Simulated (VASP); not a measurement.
Here is a VASP 6.6.1 calculation.

The input INCAR:

```
SYSTEM = NbAs
PREC = Accurate
ENCUT = 520
EDIFF = 1E-6
ISMEAR = 0
SIGMA = 0.05
LREAL = .FALSE.
LASPH = .TRUE.
NELM = 100
ALGO = Normal
ISIF = 2
LWAVE = .FALSE.
LCHARG = .TRUE.
GGA = PE
LELF = .TRUE.
LVHAR = .TRUE.
NBANDS = 26
```

KPOINTS

```
regular mesh
0
G
  10 10 10
  0 0 0
```

File POSCAR:

```
NbAs
1.0
    0.0000000000     -3.5193975792      0.0000000000
    3.5193975792      0.0000000000      0.0000000000
   -1.7596987896      1.7596987896      5.9545388829
Nb As
2 2
Direct
    0.0000000000      0.0000000000      0.0000000000
    0.7500000000      0.2500000000      0.5000000000
    0.4160000000      0.4160000000      0.8320000000
    0.1660000000      0.6660000000      0.3320000000
```

Potentials or basis: VASP PAW PBE potentials, release 64 (Nb_sv, As).

Launch:

```sh
$ cat potpaw_PBE.64/Nb_sv/POTCAR potpaw_PBE.64/As/POTCAR > POTCAR
$ mpirun -np 1 vasp_std > vasp.out
```

Task: What does it give for the pressure?

Result: -5.9 GPa.

Task: Predict the largest force.

Result: 0.228 eV/Å.

Task: What does it give for the band gap on the k mesh?

Result: Zero (bands 18 and 19 overlap by 0.02 eV).

Stress tensor (GPa, compression positive):
```
-6.44  0.00  0.00
 0.00 -6.44  0.00
 0.00  0.00 -4.67
```

Caveat: the cell stands under tension.
